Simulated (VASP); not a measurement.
Runs of VASP 6.6.1 on La2TaO2. The structure is that of space group P4/mmm (No. 123), or close to it. The cells are those of the table. The cell was generated, and may not be a known phase.

| task | spin | cell | k mesh | cutoff (eV) | gap on the mesh (eV) | pressure (GPa) | moment (μB) |
| --- | --- | --- | --- | --- | --- | --- | --- |
| relaxation of cell and atoms | off | relaxed from a = 4.114, b = 4.114, c = 5.692 Å, 5 atoms | 4 × 4 × 4 | 600 | none | 0.0 | - |
| single point | collinear | a = 4.505, b = 4.505, c = 6.962 Å, 5 atoms | 8 × 8 × 6 | 520 | none | (a) | 0.29 |
| single point | collinear | a = 4.504, b = 4.504, c = 7.034 Å, 5 atoms | 4 × 4 × 4 | 520 | none | 0.0 | 0.02 |
| single point | off | a = 4.114, b = 4.114, c = 5.692 Å, 5 atoms | 4 × 4 × 4 | 520 | none | 40.3 | - |
| single point | off | a = 4.504, b = 4.504, c = 7.034 Å, 5 atoms | 4 × 4 × 4 | 520 | none | 0.0 | - |

Alike in all rows: level PBE; potentials or basis VASP PAW PBE potentials, release 64 (La, Ta_pv, O); smearing gaussian 0.1 eV.

Q: Fill in the values left out.

A: (a) -0.1.

Caveats: some runs use coarse meshes; spin-orbit coupling is left out, which moves the levels of the heavy elements; an odd number of electrons without spin polarisation forces a metal (at least some runs); a magnetic or distorted state may lie lower (at least some runs); a moment this small can come from the mesh or the smearing (at least some runs).

A k mesh can miss the band edges, and the runs leave out spin-orbit coupling on La, Ta.

A gap of «none» marks levels without a gap at the run's occupations.
